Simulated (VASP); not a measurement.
Here is a VASP 6.6.1 calculation.

File POSCAR:

```
Ge
1.0
   -1.6279489865      1.6279489865      1.6279489865
    1.6279489865     -1.6279489865      1.6279489865
    1.6279489865      1.6279489865     -1.6279489865
Ge
1
Direct
    0.0000000000      0.0000000000      0.0000000000
```

INCAR.step1

```
SYSTEM = Ge
ALGO = Normal
EDIFF = 1E-4
ENCUT = 520
GGA = PE
ISMEAR = -1
LASPH = .TRUE.
LCHARG = .FALSE.
LREAL = .FALSE.
LWAVE = .TRUE.
NBANDS = 13
NELM = 100
PREC = Accurate
SIGMA = 0.1
```

Contents of INCAR.step2:

```
SYSTEM = Ge
ALGO = Normal
EDIFF = 1E-7
ENCUT = 520
ISIF = 2
ISMEAR = -1
ISTART = 1
LASPH = .TRUE.
LCHARG = .FALSE.
LMIXTAU = .TRUE.
LREAL = .FALSE.
LWAVE = .FALSE.
METAGGA = R2SCAN
NBANDS = 13
NELM = 100
PREC = Accurate
SIGMA = 0.1
```

Contents of KPOINTS:

```
k-points
0
G
  15 15 15
  0 0 0
```

Potentials or basis: VASP PAW PBE potentials, release 64 (Ge_d).

The run is started by

```console
$ cat potpaw_PBE.64/Ge_d/POTCAR > POTCAR
$ cp INCAR.step1 INCAR
$ mpirun -np 1 vasp_std > vasp.out
$ cp INCAR.step2 INCAR
$ mpirun -np 1 vasp_std > vasp.out
```

Problem. Estimate the pressure.

Solution. 6.1 GPa.

Problem. What does it give for the band gap on the k mesh?

Solution. Zero (band 7 reaches 18.36 eV, above the bottom of band 8 at 4.09 eV).

Caveat: the PAW data sets were made with another functional, which shifts forces and pressure a little.
